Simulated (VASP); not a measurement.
The system is LiTlSe2.

```
CELL_PARAMETERS angstrom
4.34409 0.00000 0.00000
0.00000 4.34409 0.00000
0.00000 0.00000 6.09268
ATOMIC_POSITIONS crystal
Li 0.00000 0.00000 0.00000
Se 0.00000 0.50000 0.23488
Se 0.50000 0.00000 0.76512
Tl 0.50000 0.50000 0.50000
```

This cell differs from its parent crystal: strain +1.9%.

Base run:

* Program: VASP 6.6.1
* Functional: r2SCAN
* Potentials or basis: VASP PAW PBE potentials, release 64 (Li_sv, Se, Tl_d)
* Cutoff: 520 eV
* k mesh: 6 × 6 × 4
* Occupations: gaussian, width 0.01 eV
* Spin: no spin polarisation

Its results: band gap on the k mesh 0.63 eV; largest force 0.019 eV/Å.

The run is repeated on the same cell with these changes: functional from r2SCAN to PBE; occupations from gaussian, width 0.01 eV to fermi-dirac, width 0.02 eV. What comes out?

Band gap on the k mesh 0.37 eV; largest force 0.196 eV/Å.

Caveats: spin-orbit coupling is left out, which moves the levels of the heavy elements; the PAW data sets were made with another functional, which shifts forces and pressure a little (at least some runs).

A k mesh can miss the band edges.
